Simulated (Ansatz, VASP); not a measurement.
Mn: VASP beside Ansatz

File POSCAR:

```
Mn
1.0
   -1.3948927939      1.3948927939      1.3948927939
    1.3948927939     -1.3948927939      1.3948927939
    1.3948927939      1.3948927939     -1.3948927939
Mn
1
Direct
    0.0000000000      0.0000000000      0.0000000000
```

Contents of INCAR.step1:

```
ALGO     = Normal         # electronic algorithm
EDIFF    = 1E-4           # SCF threshold, eV
ENCUT    = 520            # plane-wave cutoff, eV
GGA      = PE             # functional
ISMEAR   = 0              # smearing method
ISPIN    = 2              # spin polarisation
LASPH    = True           # aspherical terms in the spheres
LCHARG   = False          # write CHGCAR
LMAXMIX  = 4              # l up to which the mixer works
LREAL    = False          # projectors in reciprocal space
LWAVE    = True           # write WAVECAR
MAGMOM   = 1.22           # initial moments
NBANDS   = 16             # bands
NELM     = 150            # most SCF steps
PREC     = Accurate       # precision mode
SIGMA    = 0.05           # smearing width, eV
```

File INCAR.step2:

```
ALGO     = Normal         # electronic algorithm
EDIFF    = 1E-6           # SCF threshold, eV
ENCUT    = 520            # plane-wave cutoff, eV
ISIF     = 2              # what is computed and relaxed
ISMEAR   = 0              # smearing method
ISPIN    = 2              # spin polarisation
ISTART   = 1            
LASPH    = True           # aspherical terms in the spheres
LCHARG   = True           # write CHGCAR
LELF     = True           # ELF
LMAXMIX  = 4              # l up to which the mixer works
LMIXTAU  = True         
LORBIT   = 11             # projections on sites
LREAL    = False          # projectors in reciprocal space
LVHAR    = True         
LWAVE    = False          # write WAVECAR
MAGMOM   = 1.22           # initial moments
METAGGA  = R2SCAN         # meta-GGA
NBANDS   = 16             # bands
NELM     = 150            # most SCF steps
PREC     = Accurate       # precision mode
SIGMA    = 0.05           # smearing width, eV
```

Contents of KPOINTS:

```
k-points
0
Gamma
  20 20 20
```

Input for Ansatz:

```yaml
crystal:
  lattice:
    - [-1.3948927939, 1.3948927939, 1.3948927939]
    - [1.3948927939, -1.3948927939, 1.3948927939]
    - [1.3948927939, 1.3948927939, -1.3948927939]
  atoms:
    - { symbol: Mn, position: [0.0, 0.0, 0.0], spin: 1.22 }
basis:
  ecutwfc: 500
  ecutrho_ratio: 4
kpoints:
  mp_grid: { grid: [20, 20, 20] }
hamiltonian:
  xc: r2scan
scf:
  occupations: { method: gaussian, width: 0.05 }
output:
  forces: true
  stress: true
  eigenvalues: true
  populations: true
magnetization:
  spin_polarized: true
```

Alike in both runs: task single point; functional r2SCAN; k mesh 20 × 20 × 20; occupations gaussian, width 0.05 eV; collinear spin.

|  | VASP | Ansatz |
| --- | --- | --- |
| version | VASP 6.6.1 | Ansatz 0.2.0 |
| potentials or method | VASP PAW PBE potentials, release 64 (Mn_pv), cutoff 520 eV | scalar-relativistic, plane waves, PAW |
| valence electrons in the cell | 13 | 15 |

```csv
,VASP,Ansatz,Ansatz less VASP
gap on the k mesh at the Fermi level (eV),none,none,-
pressure (GPa),-1.5,0.0,+1.53
"traceless stress, the component that is largest in VASP (GPa)",0.00,0.87,+0.866
net moment per atom (μB),1.08,1.07,-0.016
size of the moment on the site where the two differ most (μB),1.11,1.11,-0.001
```

VASP's potentials were made for PBE, not for r2SCAN. Site moments also hang on the region over which each program counts them. A gap of «none» marks a metal or a gap that the smearing closes. VASP's potentials hold 13 valence electrons a cell and Ansatz's 15, so a difference there can come from the potentials and not from the codes. Ansatz's warnings: stability check not made.
